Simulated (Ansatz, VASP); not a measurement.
**Two plane-wave programs on C**

INCAR

```
SYSTEM = C
ALGO = Normal
EDIFF = 1E-7
ENCUT = 520
GGA = PE
ISIF = 2
ISMEAR = 0
LASPH = .TRUE.
LCHARG = .FALSE.
LREAL = .FALSE.
LWAVE = .FALSE.
NBANDS = 26
NELM = 100
PREC = Accurate
SIGMA = 0.05
```

KPOINTS

```
k-points
0
G
  12 12 4
  0 0 0
```

Contents of POSCAR:

```
C
1.0
    2.5180642186      0.0000000000      0.0000000000
   -1.2590321093      2.1807075817      0.0000000000
    0.0000000000      0.0000000000      8.3046919353
C
8
Direct
   -0.0055028011     -0.0110056021      0.0929732494
   -0.0055028011     -0.0110056021      0.5929732494
   -0.0055028011     -0.0110056021      0.4070267506
   -0.0055028011     -0.0110056021      0.9070267506
    0.3388361344      0.6776722688      0.1555299995
    0.6721694677      0.3443389355      0.6555299995
    0.3388361344      0.6776722688      0.3444700005
    0.6721694677      0.3443389355      0.8444700005
```

Input for Ansatz:

```yaml
crystal:
  lattice:
    - [2.5180642186, 0.0, 0.0]
    - [-1.2590321093, 2.1807075817, 0.0]
    - [0.0, 0.0, 8.3046919353]
  atoms:
    - { symbol: C, position: [-0.0055028011, -0.0110056021, 0.0929732494] }
    - { symbol: C, position: [-0.0055028011, -0.0110056021, 0.5929732494] }
    - { symbol: C, position: [-0.0055028011, -0.0110056021, 0.4070267506] }
    - { symbol: C, position: [-0.0055028011, -0.0110056021, 0.9070267506] }
    - { symbol: C, position: [0.3388361344, 0.6776722688, 0.1555299995] }
    - { symbol: C, position: [0.6721694677, 0.3443389355, 0.6555299995] }
    - { symbol: C, position: [0.3388361344, 0.6776722688, 0.3444700005] }
    - { symbol: C, position: [0.6721694677, 0.3443389355, 0.8444700005] }
basis:
  ecutwfc: 520.0
kpoints:
  mp_grid: { grid: [12, 12, 4] }
hamiltonian:
  xc: pbe
  pseudopotentials: { kind: paw, azcp: { folder: soft_1 } }
scf:
  occupations: { method: gaussian, width: 0.05 }
output:
  forces: true
  stress: true
  eigenvalues: true
```

Change from the starting cell: mode 14 frozen in at -0.024 Å, equal normal strain along x, y and z +0.0000.

Alike in both runs: task single point; functional PBE; k mesh 12 × 12 × 4; occupations gaussian, width 0.05 eV; no spin polarisation.

```csv
,VASP,Ansatz
version,VASP 6.6.1,Ansatz 0.2.0
potentials or method,"VASP PAW PBE potentials, release 64 (C), cutoff 520 eV","scalar-relativistic, plane waves, PAW"
valence electrons in the cell,32,32
```

```csv
,VASP,Ansatz,Ansatz less VASP
gap on the k mesh at the Fermi level (eV),4.24,4.25,+0.010
least direct gap on the mesh (eV),4.88,4.88,+0.006
pressure (GPa),1.5,0.9,-0.63
"traceless stress, the component that is largest in VASP (GPa)",0.64,0.62,-0.018
rms of the force components (eV/Å),0.875,0.868,-0.0075
```

Atom by atom the forces differ by 0.008 eV/Å (rms over components).
